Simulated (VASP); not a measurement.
# CuRu2 (Fm-3m) in VASP: a series of runs, part 2 of 2

VASP 6.6.1.

## Step 4: Single point, r2SCAN

Input file POSCAR:

```
CuRu2
1.0
    0.0000000000      2.8020991796      2.8020991796
    2.8020991796      0.0000000000      2.8020991796
    2.8020991796      2.8020991796      0.0000000000
Cu Ru
1 2
Direct
    0.0000000000      0.0000000000      0.0000000000
    0.2500000000      0.2500000000      0.2500000000
    0.7500000000      0.7500000000      0.7500000000
```

Input file INCAR.step1:

```
  ALGO = Normal
  EDIFF = 1E-4
  ENCUT = 520
  GGA = PE
  ISMEAR = 0
  LASPH = T
  LCHARG = F
  LREAL = F
  LWAVE = T
  NBANDS = 26
  NELM = 60
  PREC = Accurate
  SIGMA = 0.1
```

Input file INCAR.step2:

```
  ALGO = Normal
  EDIFF = 1E-6
  ENCUT = 520
  ISIF = 2
  ISMEAR = 0
  ISTART = 1
  LASPH = T
  LCHARG = F
  LMIXTAU = T
  LREAL = F
  LWAVE = F
  METAGGA = R2SCAN
  NBANDS = 26
  NELM = 60
  PREC = Accurate
  SIGMA = 0.1
```

Input file KPOINTS:

```
k-points
0
Gamma
  14 14 14
```

Potentials or basis: VASP PAW PBE potentials, release 64 (Cu, Ru_pv).

Run with:

```
> cat potpaw_PBE.64/Cu/POTCAR potpaw_PBE.64/Ru_pv/POTCAR > POTCAR
> cp INCAR.step1 INCAR
> mpirun -np 1 vasp_std > vasp.out
> cp INCAR.step2 INCAR
> mpirun -np 1 vasp_std > vasp.out
```

OUTCAR:

```text
EDIFF = 1E-6
   ENCUT = 520
   ISIF = 2
   ISMEAR = 0
   ISTART = 1
   LASPH = T
   LREAL = F
   METAGGA = R2SCAN
   NELM = 60
   PREC = Accurate

 ion  position               nearest neighbor table
   1  0.000  0.000  0.000-   3 2.43   3 2.43   3 2.43   2 2.43   3 2.43   2 2.43   2 2.43   2 2.43

   2  0.250  0.250  0.250-   1 2.43   1 2.43   1 2.43   1 2.43   3 2.80   3 2.80   3 2.80   3 2.80
                             3 2.80   3 2.80
   3  0.750  0.750  0.750-   1 2.43   1 2.43   1 2.43   1 2.43   2 2.80   2 2.80   2 2.80   2 2.80
                             2 2.80   2 2.80

  LATTYP: Found a face centered cubic cell.
 ALAT       =     5.6041983592

  Lattice vectors:

 A1 = (   0.0000000000,   2.8020991796,   2.8020991796)
 A2 = (   2.8020991796,   0.0000000000,   2.8020991796)
 A3 = (   2.8020991796,   2.8020991796,   0.0000000000)

Analysis of symmetry for initial positions (statically):
=====================================================================
 Subroutine PRICEL returns:
 Original cell was already a primitive cell.

 Routine SETGRP: Setting up the symmetry group for a
 face centered cubic supercell.

 Subroutine GETGRP returns: Found 48 space group operations
 (whereof 48 operations were pure point group operations)
 out of a pool of 48 trial point group operations.

The static configuration has the point symmetry O_h .

Analysis of symmetry for dynamics (positions and initial velocities):
=====================================================================
 Subroutine PRICEL returns:
 Original cell was already a primitive cell.

 Routine SETGRP: Setting up the symmetry group for a
 face centered cubic supercell.

 Subroutine GETGRP returns: Found 48 space group operations
 (whereof 48 operations were pure point group operations)
 out of a pool of 48 trial point group operations.

The dynamic configuration has the point symmetry O_h .

 Subroutine INISYM returns: Found 48 space group operations
 (whereof 48 operations are pure point group operations),
 and found     1 'primitive' translations

----------------------------------------------------------------------------------------

                                     Primitive cell

  volume of cell :      44.0028

  direct lattice vectors                    reciprocal lattice vectors
     0.000000000  2.802099180  2.802099180    -0.178437653  0.178437653  0.178437653
     2.802099180  0.000000000  2.802099180     0.178437653 -0.178437653  0.178437653
     2.802099180  2.802099180  0.000000000     0.178437653  0.178437653 -0.178437653

  length of vectors
     3.962766663  3.962766663  3.962766663     0.309063080  0.309063080  0.309063080

  position of ions in fractional coordinates (direct lattice)
     0.000000000  0.000000000  0.000000000
     0.250000000  0.250000000  0.250000000
     0.750000000  0.750000000  0.750000000

  ion indices of the primitive-cell ions
   primitive index   ion index
                 1           1
                 2           2
                 3           3

----------------------------------------------------------------------------------------

 KPOINTS: k-points

Automatic generation of k-mesh.
 Grid dimensions read from file:
 generate k-points for:   14   14   14

 Generating k-lattice:

  Cartesian coordinates                     Fractional coordinates (reciprocal lattice)
    -0.012745547  0.012745547  0.012745547     0.071428571  0.000000000  0.000000000
     0.012745547 -0.012745547  0.012745547     0.000000000  0.071428571  0.000000000
     0.012745547  0.012745547 -0.012745547     0.000000000  0.000000000  0.071428571

  Length of vectors
     0.022075934  0.022075934  0.022075934

  Shift w.r.t. Gamma in fractional coordinates (k-lattice)
     0.000000000  0.000000000  0.000000000

 Subroutine IBZKPT returns following result:
 ===========================================

 Found    104 irreducible k-points:

 Following reciprocal coordinates:
            Coordinates               Weight
  0.000000  0.000000  0.000000      1.000000
  0.071429  0.000000  0.000000      8.000000
  0.142857  0.000000  0.000000      8.000000
  0.214286  0.000000  0.000000      8.000000
  0.285714  0.000000  0.000000      8.000000
  0.357143  0.000000  0.000000      8.000000
[... 16 lines left out ...]
  0.214286  0.142857  0.000000     24.000000
  0.285714  0.142857  0.000000     24.000000
 [... further k-points ...]
   k-points           NKPTS =    104   k-points in BZ     NKDIM =    104   number of bands    NBANDS=     26
   number of dos      NEDOS =    301   number of ions     NIONS =      3
   total plane-waves  NPLWV =  27000
   dimension x,y,z NGX =    30 NGY =   30 NGZ =   30
   dimension x,y,z NGXF=    60 NGYF=   60 NGZF=   60
   ions per type =               1   2
   NGX,Y,Z   is equivalent  to a cutoff of  12.59, 12.59, 12.59 a.u.
   NGXF,Y,Z  is equivalent  to a cutoff of  25.17, 25.17, 25.17 a.u.
 SYSTEM =  unknown system
   PREC   = accura    normal or accurate (medium, high low for compatibility)
   ISTART =      1    job   : 0-new  1-cont  2-samecut
   ICHARG =      0    charge: 1-file 2-atom 10-const
   ISPIN  =      1    spin polarized calculation?
   LNONCOLLINEAR =      F non collinear calculations
   LSORBIT =      F    spin-orbit coupling
   LASPH  =      T    aspherical Exc in radial PAW
   ENCUT  =  520.0 eV  38.22 Ry    6.18 a.u.   7.37  7.37  7.37*2*pi/ulx,y,z
   NELM   =     60;   NELMIN=  2; NELMDL=  0     # of ELM steps
   EDIFF  = 0.1E-05   stopping-criterion for ELM
   LREAL  =      F    real-space projection
   EDIFFG = 0.1E-04   stopping-criterion for IOM
   NSW    =      0    number of steps for IOM
   IBRION =     -1    ionic relax: 0-MD 1-quasi-New 2-CG
   NFREE  =      0    steps in history (QN), initial steepest desc. (CG)
   ISIF   =      2    stress and relaxation
   ISYM   =      2    0-nonsym 1-usesym 2-fastsym
   POTIM  = 0.5000    time-step for ionic-motion
   TEBEG  =    0.0;   TEEND  =   0.0 temperature during run
   PSTRESS=    0.0 pullay stress
   NELECT =      39.0000    total number of electrons
   NUPDOWN=      -1.0000    fix difference up-down
   EMIN   =  10.00;   EMAX   =-10.00  energy-range for DOS
   EFERMI =   0.00;   METHOD = LEGACY
   ISMEAR =     0;   SIGMA  =   0.10  broadening in eV -4-tet -1-fermi 0-gaus
   EFERMI_NEDOS =   21; number of points for ismear=-14 and -15
   IALGO  =     38    algorithm
   IMIX   =      4    mixing-type and parameters
     AMIX     =   0.40;   BMIX     =  1.00
     AMIX_MAG =   1.60;   BMIX_MAG =  1.00
  volume/ion in A,a.u.               =      14.67        98.98
  Fermi-wavevector in a.u.,A,eV,Ry     =   1.572544  2.971678 33.645783  2.472895
  Thomas-Fermi vector in A             =   2.673963
   LORBIT       =      0    0 simple, 1 ext, 2 COOP (PROOUT), +10 PAW based schemes
   METAGGA = R2SCAN    functional components
   LHFCALC =     F    Hartree Fock is set to
   AEXX    =    0.0000 exact exchange contribution
   IVDW    =     0    specifies the selected vdW correction
   LEPSILON=     F    determine dielectric tensor
   LRPA    =     F    only Hartree local field effects (RPA)
 non-spin polarized calculation
 Gauss-broadening in eV      SIGMA  =   0.10
  energy-cutoff  :      520.00
  volume of cell :       44.00
 maximum number of plane-waves:      1243
 NGX is ok and might be reduce to    30
   NGX = 15   NGY = 15   NGZ = 15

 number of electron      39.0000012 magnetization

 Free energy of the ion-electron system (eV)
  ---------------------------------------------------
  ext. energy  EPLUGINS =         0.00000000
  ---------------------------------------------------
  free energy    TOTEN  =       -58.56387046 eV

  energy without entropy =      -58.54237275  energy(sigma->0) =      -58.55312160

 E-fermi :   9.1110     XC(G=0): -13.8350

 val. band max:        9.1102856637   @ k =  -0.3571   0.5000   0.1429
 cond. band min:       9.1170998048   @ k =  -0.4286   0.3571   0.0000
 fundamental gap:      0.0068141411
 Fermi energy:         9.1109738062

 k-point     1 :       0.0000    0.0000    0.0000
  band No.  band energies     occupation
      1     -34.9045      2.00000
      2     -34.9045      2.00000
      3     -34.9045      2.00000
      4     -34.5870      2.00000
      5     -34.5870      2.00000
      6     -34.5870      2.00000
[... 685 lines left out ...]
     25      17.7557      0.00000
     26      18.3886      0.00000

 [... further k-points ...]

------------------------ aborting loop because EDIFF is reached ----------------------------------------

  FORCE on cell =-STRESS in cart. coord.  units (eV):
  Direction    XX          YY          ZZ          XY          YZ          ZX
  --------------------------------------------------------------------------------------
  -------------------------------------------------------------------------------------
  Total        0.2101809      0.2101809      0.2101809      0.0000000      0.0000000      0.0000000
  in kB        7.6528531      7.6528531      7.6528531      0.0000000      0.0000000      0.0000000
  external PRESSURE =       7.6528531 kB  Pullay stress =       0.0000000 kB

 VOLUME and BASIS-vectors are now :
 -----------------------------------------------------------------------------
  energy-cutoff  :      520.00
  volume of cell :       44.00
      direct lattice vectors                 reciprocal lattice vectors
     0.000000000  2.802099180  2.802099180    -0.178437653  0.178437653  0.178437653
     2.802099180  0.000000000  2.802099180     0.178437653 -0.178437653  0.178437653
     2.802099180  2.802099180  0.000000000     0.178437653  0.178437653 -0.178437653

 POSITION                                       TOTAL-FORCE (eV/Angst)
 -----------------------------------------------------------------------------------
      0.00000      0.00000      0.00000        -0.000000     -0.000000     -0.000000
      1.40105      1.40105      1.40105        -0.000000      0.000000     -0.000000
      4.20315      4.20315      4.20315         0.000000     -0.000000      0.000000
 -----------------------------------------------------------------------------------
    total drift:                                0.000000     -0.000000      0.000000

  FREE ENERGIE OF THE ION-ELECTRON SYSTEM (eV)
  ---------------------------------------------------
  free  energy   TOTEN  =       -58.5638704595 eV

  energy  without entropy=      -58.5423727461  energy(sigma->0) =      -58.55312160
```

Run time: 13 min. Hardware: 1 thread of Intel Xeon 8259CL, shared host; peak memory 0.26 GiB.

Results:

- Free energy: -58.5639 eV
- Pressure: 0.8 GPa
- Band gap on the k mesh: zero (an odd number of electrons rules out a gap without spin polarisation)

Caveat: the PAW data sets were made with another functional, which shifts forces and pressure a little.

## Step 5: Overview

```csv
task,cell,k mesh,cutoff (eV),gap on the mesh (eV),pressure (GPa)
single point,"a = 3.963 Å, angles 60.0°, 3 atoms",6 × 6 × 6,520,none,0.8
relaxation of cell and atoms,"relaxed from a = 3.770 Å, angles 60.0°, 3 atoms",6 × 6 × 6,600,none,0.0
single point,"a = 3.963 Å, angles 60.0°, 3 atoms",14 × 14 × 14,520,none,0.8
```

Alike in all rows: level r2SCAN; potentials or basis VASP PAW PBE potentials, release 64 (Cu, Ru_pv); no spin polarisation; smearing gaussian 0.1 eV.

Caveats: the PAW data sets were made with another functional, which shifts forces and pressure a little.

Absolute energies hang on the potentials; compare differences alone.
